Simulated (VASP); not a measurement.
Crystal: V3Mo.

```
V Mo
1.0
     0.00000    3.02409    3.02409
     3.02409    0.00000    3.02409
     3.02409    3.02409    0.00000
V Mo
3 1
Direct
  0.25000 0.25000 0.25000
  0.75000 0.75000 0.75000
  0.50000 0.50000 0.50000
  0.00000 0.00000 0.00000
```

Base run:

| Quantity | Value |
| --- | --- |
| Program | VASP 6.6.1 |
| Functional | LDA |
| Potentials or basis | VASP PAW LDA potentials, release 64 (V_sv, Mo_sv) |
| Cutoff | 500 eV |
| k mesh | 7 × 7 × 7 |
| Occupations | fermi-dirac, width 0.05 eV |
| Spin | collinear spin, ferromagnetic start |
| Starting moments | [0.6, 0.6, 0.95, 0.14] μB |
| Fixed moment | 2.7 μB |

Its results: pressure -6.9 GPa; site moments V +0.58, +0.89 (each value once); Mo +0.16 μB.

Problem. After a change of settings the same cell gave: pressure -3.6 GPa; site moments V +0.90, +1.26 (each value once); Mo +0.25 μB. Which change was it?
A. fixed moment from 2.7 μB to 5.4 μB; moments at the start from [0.6, 0.6, 0.95, 0.14] to [1.33, 1.33, 1.77, 0.27]
B. fixed moment from 2.7 μB to 1.3 μB; moments at the start from [0.6, 0.6, 0.95, 0.14] to [0.28, 0.28, 0.51, 0.06]
C. fixed moment from 2.7 μB to 4 μB; moments at the start from [0.6, 0.6, 0.95, 0.14] to [0.94, 0.94, 1.34, 0.22]

Solution. C.

Caveats: the cell stands under tension; the total moment is fixed, so each spin has its own Fermi level.
